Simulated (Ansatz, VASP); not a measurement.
**MgS in VASP and in Ansatz**

The input POSCAR:

```
MgS
1.0
    0.0000000000      2.6015179373      2.6015179373
    2.6015179373      0.0000000000      2.6015179373
    2.6015179373      2.6015179373      0.0000000000
Mg S
1 1
Direct
    0.0000000000      0.0000000000      0.0000000000
    0.5000000000      0.5000000000      0.5000000000
```

The input INCAR.step1:

```
PREC     = Accurate       # precision mode
ENCUT    = 520            # plane-wave cutoff, eV
EDIFF    = 1E-5           # SCF threshold, eV
ISMEAR   = 0              # smearing method
SIGMA    = 0.01           # smearing width, eV
LREAL    = False          # projectors in reciprocal space
LASPH    = True           # aspherical terms in the spheres
NELM     = 80             # most SCF steps
ALGO     = Normal         # electronic algorithm
ISIF     = 2              # what is computed and relaxed
LWAVE    = True           # write WAVECAR
LCHARG   = False          # write CHGCAR
GGA      = PE             # functional
NBANDS   = 11             # bands
```

File INCAR.step2:

```
PREC     = Accurate       # precision mode
ENCUT    = 520            # plane-wave cutoff, eV
EDIFF    = 1E-7           # SCF threshold, eV
ISMEAR   = 0              # smearing method
SIGMA    = 0.01           # smearing width, eV
LREAL    = False          # projectors in reciprocal space
LASPH    = True           # aspherical terms in the spheres
NELM     = 80             # most SCF steps
ALGO     = Normal         # electronic algorithm
ISIF     = 2              # what is computed and relaxed
LWAVE    = False          # write WAVECAR
LCHARG   = False          # write CHGCAR
GGA      = PE             # functional
LHFCALC  = True           # exact exchange
AEXX     = 0.25           # exact-exchange fraction
PRECFOCK = Normal       
ISTART   = 1            
NBANDS   = 11             # bands
```

File KPOINTS:

```
regular mesh
0
Gamma
  4 4 4
```

Input for Ansatz:

```yaml
crystal:
  lattice:
    - [0.0, 2.6015179373, 2.6015179373]
    - [2.6015179373, 0.0, 2.6015179373]
    - [2.6015179373, 2.6015179373, 0.0]
  atoms:
    - { symbol: Mg, position: [0.0, 0.0, 0.0] }
    - { symbol: S, position: [0.5, 0.5, 0.5] }
kpoints:
  mp_grid: { grid: [4, 4, 4] }
hamiltonian:
  xc: pbe0
scf:
  occupations: { method: fixed }
  n_extra_bands: 4
output:
  forces: true
  stress: true
  eigenvalues: true
```

Alike in both runs: task single point; functional PBE0; k mesh 4 × 4 × 4; no spin polarisation.

```csv
,VASP,Ansatz
version,VASP 6.6.1,Ansatz 0.2.0
potentials or method,"VASP PAW PBE potentials, release 64 (Mg, S)",plane waves
plane-wave cutoff (eV),520,420
occupations,"gaussian, width 0.01 eV",fixed
valence electrons in the cell,8,16
```

VASP gave:

| Item | Value |
| --- | --- |
| gap on the k mesh at the Fermi level (eV) | 4.52 |
| pressure (GPa) | -0.5 |

Estimate Ansatz's values.

gap on the k mesh at the Fermi level (eV): 4.54; pressure (GPa): 0.0.

VASP's potentials hold 8 valence electrons a cell and Ansatz's 16, so a difference there can come from the potentials and not from the codes. Ansatz's warnings: stress exchange threshold loose, stress scf threshold loose.

The k mesh is coarse, so the values compare programs but aren't converged.
